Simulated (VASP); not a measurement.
# Bi3C (Fm-3m) in VASP: single point with PBE

Aim: the single point of Bi3C with PBE.

Everything below comes from runs of VASP 6.6.1. Logs are shortened: lines on timing, memory, paths and dates and some standing lists are left out, and cuts for length are marked.

### Step 1. The cell of the first run

It takes space group Fm-3m (No. 225, cubic). Conventional cell: a = 7.785 Å, b = 7.785 Å, c = 7.785 Å, α = 90.00°, β = 90.00°, γ = 90.00°. Bi (site symmetry -43m) has 10 Bi at 3.37 to 3.89 Å and 4 C at 3.37 Å within 4.4 Å. Within 4.4 Å of Bi (site symmetry m-3m) lie 8 Bi at 3.37 Å and 6 C at 3.89 Å. Within 4.4 Å of C (site symmetry m-3m) lie 14 Bi at 3.37 to 3.89 Å.

The cell was built from a structure type or drawn by symmetry, and may not be a known phase.

### Step 2. Single point, PBE

INCAR

```
PREC     = Accurate       # precision mode
ENCUT    = 520            # plane-wave cutoff, eV
EDIFF    = 1E-6           # SCF threshold, eV
ISMEAR   = 0              # smearing method
SIGMA    = 0.1            # smearing width, eV
LREAL    = F              # projectors in reciprocal space
LASPH    = T              # aspherical terms in the spheres
NELM     = 80             # most SCF steps
ALGO     = Normal         # electronic algorithm
ISIF     = 2              # what is computed and relaxed
LWAVE    = F              # write WAVECAR
LCHARG   = T              # write CHGCAR
GGA      = PE             # functional
LELF     = T              # ELF
LVHAR    = T            
NBANDS   = 32             # bands
```

KPOINTS

```
Automatic mesh
0
Gamma
  4 4 4
```

POSCAR

```
Bi3C
1.0
    0.0000000000      3.8925337500      3.8925337500
    3.8925337500      0.0000000000      3.8925337500
    3.8925337500      3.8925337500      0.0000000000
Bi C
3 1
Direct
    0.2500000000      0.2500000000      0.2500000000
    0.5000000000      0.5000000000      0.5000000000
    0.7500000000      0.7500000000      0.7500000000
    0.0000000000      0.0000000000      0.0000000000
```

Potentials or basis: VASP PAW PBE potentials, release 64 (Bi_d, C).

On the command line:

```console
cat potpaw_PBE.64/Bi_d/POTCAR potpaw_PBE.64/C/POTCAR > POTCAR
mpirun -np 1 vasp_std > vasp.out
```

OUTCAR:

```text
PREC = Accurate
   ENCUT = 520
   EDIFF = 1E-6
   ISMEAR = 0
   LREAL = F
   LASPH = T
   NELM = 80
   ISIF = 2
   GGA = PE

 ion  position               nearest neighbor table
   1  0.250  0.250  0.250-   2 3.37   2 3.37   2 3.37   2 3.37   3 3.89   3 3.89   3 3.89   3 3.89
                             3 3.89   3 3.89
   2  0.500  0.500  0.500-   1 3.37   1 3.37   1 3.37   1 3.37   3 3.37   3 3.37   3 3.37   3 3.37

   3  0.750  0.750  0.750-   2 3.37   2 3.37   2 3.37   2 3.37   1 3.89   1 3.89   1 3.89   1 3.89
                             1 3.89   1 3.89
   4  0.000  0.000  0.000-

  LATTYP: Found a face centered cubic cell.
 ALAT       =     7.7850675000

  Lattice vectors:

 A1 = (   0.0000000000,   3.8925337500,   3.8925337500)
 A2 = (   3.8925337500,   0.0000000000,   3.8925337500)
 A3 = (   3.8925337500,   3.8925337500,   0.0000000000)

Analysis of symmetry for initial positions (statically):
=====================================================================
 Subroutine PRICEL returns:
 Original cell was already a primitive cell.

 Routine SETGRP: Setting up the symmetry group for a
 face centered cubic supercell.

 Subroutine GETGRP returns: Found 48 space group operations
 (whereof 48 operations were pure point group operations)
 out of a pool of 48 trial point group operations.

The static configuration has the point symmetry O_h .

Analysis of symmetry for dynamics (positions and initial velocities):
=====================================================================
 Subroutine PRICEL returns:
 Original cell was already a primitive cell.

 Routine SETGRP: Setting up the symmetry group for a
 face centered cubic supercell.

 Subroutine GETGRP returns: Found 48 space group operations
 (whereof 48 operations were pure point group operations)
 out of a pool of 48 trial point group operations.

The dynamic configuration has the point symmetry O_h .

 Subroutine INISYM returns: Found 48 space group operations
 (whereof 48 operations are pure point group operations),
 and found     1 'primitive' translations

----------------------------------------------------------------------------------------

                                     Primitive cell

  volume of cell :     117.9579

  direct lattice vectors                    reciprocal lattice vectors
     0.000000000  3.892533750  3.892533750    -0.128451038  0.128451038  0.128451038
     3.892533750  0.000000000  3.892533750     0.128451038 -0.128451038  0.128451038
     3.892533750  3.892533750  0.000000000     0.128451038  0.128451038 -0.128451038

  length of vectors
     5.504874021  5.504874021  5.504874021     0.222483724  0.222483724  0.222483724

  position of ions in fractional coordinates (direct lattice)
     0.250000000  0.250000000  0.250000000
     0.500000000  0.500000000  0.500000000
     0.750000000  0.750000000  0.750000000
     0.000000000  0.000000000  0.000000000

  ion indices of the primitive-cell ions
   primitive index   ion index
                 1           1
                 2           2
                 3           3
                 4           4

----------------------------------------------------------------------------------------

 KPOINTS: Automatic mesh

Automatic generation of k-mesh.
 Grid dimensions read from file:
 generate k-points for:    4    4    4

 Generating k-lattice:

  Cartesian coordinates                     Fractional coordinates (reciprocal lattice)
    -0.032112759  0.032112759  0.032112759     0.250000000  0.000000000  0.000000000
     0.032112759 -0.032112759  0.032112759     0.000000000  0.250000000  0.000000000
     0.032112759  0.032112759 -0.032112759     0.000000000  0.000000000  0.250000000

  Length of vectors
     0.055620931  0.055620931  0.055620931

  Shift w.r.t. Gamma in fractional coordinates (k-lattice)
     0.000000000  0.000000000  0.000000000

 Subroutine IBZKPT returns following result:
 ===========================================

 Found      8 irreducible k-points:

 Following reciprocal coordinates:
            Coordinates               Weight
  0.000000  0.000000  0.000000      1.000000
  0.250000  0.000000  0.000000      8.000000
  0.500000  0.000000  0.000000      4.000000
  0.250000  0.250000  0.000000      6.000000
  0.500000  0.250000  0.000000     24.000000
 -0.250000  0.250000  0.000000     12.000000
  0.500000  0.500000  0.000000      3.000000
 -0.250000  0.500000  0.250000      6.000000
   k-points           NKPTS =      8   k-points in BZ     NKDIM =      8   number of bands    NBANDS=     32
   number of dos      NEDOS =    301   number of ions     NIONS =      4
   total plane-waves  NPLWV =  74088
   dimension x,y,z NGX =    42 NGY =   42 NGZ =   42
   dimension x,y,z NGXF=    84 NGYF=   84 NGZF=   84
   ions per type =               3   1
   NGX,Y,Z   is equivalent  to a cutoff of  12.68, 12.68, 12.68 a.u.
   NGXF,Y,Z  is equivalent  to a cutoff of  25.37, 25.37, 25.37 a.u.
 SYSTEM =  unknown system
   PREC   = accura    normal or accurate (medium, high low for compatibility)
   ISTART =      0    job   : 0-new  1-cont  2-samecut
   ICHARG =      2    charge: 1-file 2-atom 10-const
   ISPIN  =      1    spin polarized calculation?
   LNONCOLLINEAR =      F non collinear calculations
   LSORBIT =      F    spin-orbit coupling
   LASPH  =      T    aspherical Exc in radial PAW
   ENCUT  =  520.0 eV  38.22 Ry    6.18 a.u.  10.24 10.24 10.24*2*pi/ulx,y,z
   NELM   =     80;   NELMIN=  2; NELMDL= -5     # of ELM steps
   EDIFF  = 0.1E-05   stopping-criterion for ELM
   LREAL  =      F    real-space projection
   EDIFFG = 0.1E-04   stopping-criterion for IOM
   NSW    =      0    number of steps for IOM
   IBRION =     -1    ionic relax: 0-MD 1-quasi-New 2-CG
   NFREE  =      0    steps in history (QN), initial steepest desc. (CG)
   ISIF   =      2    stress and relaxation
   ISYM   =      2    0-nonsym 1-usesym 2-fastsym
   POTIM  = 0.5000    time-step for ionic-motion
   TEBEG  =    0.0;   TEEND  =   0.0 temperature during run
   PSTRESS=    0.0 pullay stress
   NELECT =      49.0000    total number of electrons
   NUPDOWN=      -1.0000    fix difference up-down
   EMIN   =  10.00;   EMAX   =-10.00  energy-range for DOS
   EFERMI =   0.00;   METHOD = LEGACY
   ISMEAR =     0;   SIGMA  =   0.10  broadening in eV -4-tet -1-fermi 0-gaus
   EFERMI_NEDOS =   21; number of points for ismear=-14 and -15
   IALGO  =     38    algorithm
   IMIX   =      4    mixing-type and parameters
     AMIX     =   0.40;   BMIX     =  1.00
     AMIX_MAG =   1.60;   BMIX_MAG =  1.00
  volume/ion in A,a.u.               =      29.49       199.00
  Fermi-wavevector in a.u.,A,eV,Ry     =   1.221512  2.308323 20.301145  1.492092
  Thomas-Fermi vector in A             =   2.356692
   LORBIT       =      0    0 simple, 1 ext, 2 COOP (PROOUT), +10 PAW based schemes
   GGA     = PE    functional components
   LHFCALC =     F    Hartree Fock is set to
   AEXX    =    0.0000 exact exchange contribution
   IVDW    =     0    specifies the selected vdW correction
   LEPSILON=     F    determine dielectric tensor
   LRPA    =     F    only Hartree local field effects (RPA)
 non-spin polarized calculation
 Gauss-broadening in eV      SIGMA  =   0.10
  energy-cutoff  :      520.00
  volume of cell :      117.96
 maximum number of plane-waves:      3218
 NGX is ok and might be reduce to    42
   NGX = 21   NGY = 21   NGZ = 21

 number of electron      49.0000019 magnetization

 Free energy of the ion-electron system (eV)
  ---------------------------------------------------
  ext. energy  EPLUGINS =         0.00000000
  ---------------------------------------------------
  free energy    TOTEN  =       -14.41353861 eV

  energy without entropy =      -14.37660603  energy(sigma->0) =      -14.39507232

 E-fermi :   5.7073     XC(G=0):  -9.7484

 val. band max:        5.6638417067   @ k =   0.2500   0.2500   0.0000
 cond. band min:       5.7582053994   @ k =   0.5000   0.2500   0.0000
 fundamental gap:      0.0943636926
 Fermi energy:         5.7073453520

 k-point     1 :       0.0000    0.0000    0.0000
  band No.  band energies     occupation
      1     -17.1524      2.00000
      2     -17.1524      2.00000
      3     -17.1351      2.00000
      4     -17.1351      2.00000
      5     -17.1351      2.00000
      6     -17.1091      2.00000
[... 24 lines left out ...]
     31       9.8639      0.00000
     32      10.5685      0.00000

 k-point     2 :       0.2500    0.0000    0.0000
  band No.  band energies     occupation
      1     -17.1483      2.00000
      2     -17.1483      2.00000
      3     -17.1429      2.00000
      4     -17.1362      2.00000
      5     -17.1362      2.00000
      6     -17.1011      2.00000
[... 24 lines left out ...]
     31       9.3869      0.00000
     32      11.9976      0.00000

 k-point     3 :       0.5000    0.0000    0.0000
  band No.  band energies     occupation
      1     -17.1583      2.00000
      2     -17.1583      2.00000
      3     -17.1333      2.00000
      4     -17.1054      2.00000
      5     -17.1054      2.00000
      6     -17.0963      2.00000
[... 24 lines left out ...]
     31       9.3057      0.00000
     32      13.6812      0.00000

 k-point     4 :       0.2500    0.2500    0.0000
  band No.  band energies     occupation
      1     -17.1568      2.00000
      2     -17.1568      2.00000
      3     -17.1418      2.00000
      4     -17.1271      2.00000
      5     -17.1204      2.00000
      6     -17.1107      2.00000
[... 24 lines left out ...]
     31       9.2300      0.00000
     32      11.0707      0.00000

 k-point     5 :       0.5000    0.2500    0.0000
  band No.  band energies     occupation
      1     -17.1619      2.00000
      2     -17.1546      2.00000
      3     -17.1332      2.00000
      4     -17.1223      2.00000
      5     -17.1152      2.00000
      6     -17.1014      2.00000
[... 24 lines left out ...]
     31       9.2924      0.00000
     32      12.8116      0.00000

 k-point     6 :      -0.2500    0.2500    0.0000
  band No.  band energies     occupation
      1     -17.1554      2.00000
      2     -17.1533      2.00000
      3     -17.1400      2.00000
      4     -17.1262      2.00000
      5     -17.1106      2.00000
      6     -17.1000      2.00000
[... 24 lines left out ...]
     31       9.5002      0.00000
     32      12.7964      0.00000

 k-point     7 :       0.5000    0.5000    0.0000
  band No.  band energies     occupation
      1     -17.1648      2.00000
      2     -17.1648      2.00000
      3     -17.1297      2.00000
      4     -17.1247      2.00000
      5     -17.1222      2.00000
      6     -17.0949      2.00000
[... 24 lines left out ...]
     31       9.3783      0.00000
     32      12.4306      0.00000

 k-point     8 :      -0.2500    0.5000    0.2500
  band No.  band energies     occupation
      1     -17.1609      2.00000
      2     -17.1459      2.00000
      3     -17.1459      2.00000
      4     -17.1119      2.00000
      5     -17.1114      2.00000
      6     -17.1114      2.00000
[... 24 lines left out ...]
     31       8.7165      0.00000
     32      13.2048      0.00000

------------------------ aborting loop because EDIFF is reached ----------------------------------------

  FORCE on cell =-STRESS in cart. coord.  units (eV):
  Direction    XX          YY          ZZ          XY          YZ          ZX
  --------------------------------------------------------------------------------------
  -------------------------------------------------------------------------------------
  Total       -3.8091242     -3.8091242     -3.8091242     -0.0000000      0.0000000     -0.0000000
  in kB      -51.7378716    -51.7378716    -51.7378716     -0.0000000      0.0000000     -0.0000000
  external PRESSURE =     -51.7378716 kB  Pullay stress =       0.0000000 kB

 VOLUME and BASIS-vectors are now :
 -----------------------------------------------------------------------------
  energy-cutoff  :      520.00
  volume of cell :      117.96
      direct lattice vectors                 reciprocal lattice vectors
     0.000000000  3.892533750  3.892533750    -0.128451038  0.128451038  0.128451038
     3.892533750  0.000000000  3.892533750     0.128451038 -0.128451038  0.128451038
     3.892533750  3.892533750  0.000000000     0.128451038  0.128451038 -0.128451038

 POSITION                                       TOTAL-FORCE (eV/Angst)
 -----------------------------------------------------------------------------------
      1.94627      1.94627      1.94627         0.000000     -0.000000      0.000000
      3.89253      3.89253      3.89253        -0.000000      0.000000     -0.000000
      5.83880      5.83880      5.83880         0.000000     -0.000000     -0.000000
      0.00000      0.00000      0.00000        -0.000000      0.000000     -0.000000
 -----------------------------------------------------------------------------------
    total drift:                               -0.000000     -0.000000      0.000000

  FREE ENERGIE OF THE ION-ELECTRON SYSTEM (eV)
  ---------------------------------------------------
  free  energy   TOTEN  =       -14.4135386090 eV

  energy  without entropy=      -14.3766060311  energy(sigma->0) =      -14.39507232
```

Run time: 88 s. Hardware: 1 thread of AMD EPYC 7R13, shared host; peak memory 0.22 GiB.

What came out:

```
Free energy            : -14.4135 eV
Pressure               : -5.2 GPa
Band gap on the k mesh : zero (an odd number of electrons rules out a gap without spin polarisation)
```

Levels at points of the mesh, in eV from the Fermi level:
```
           k point  band 22  band 23  band 24  band 25  band 26  band 27
(0.00, 0.00, 0.00)    -1.62    -1.59    -1.59    -1.59    -0.81    -0.81
(0.50, 0.00, 0.00)    -1.85    -1.85    -1.44    -0.64     1.48     1.48
(0.50, 0.50, 0.00)    -0.76    -0.18     0.67     0.67     1.25     1.68
```

Caveat: the cell stands under tension; spin-orbit coupling is left out, which moves the levels of the heavy elements.
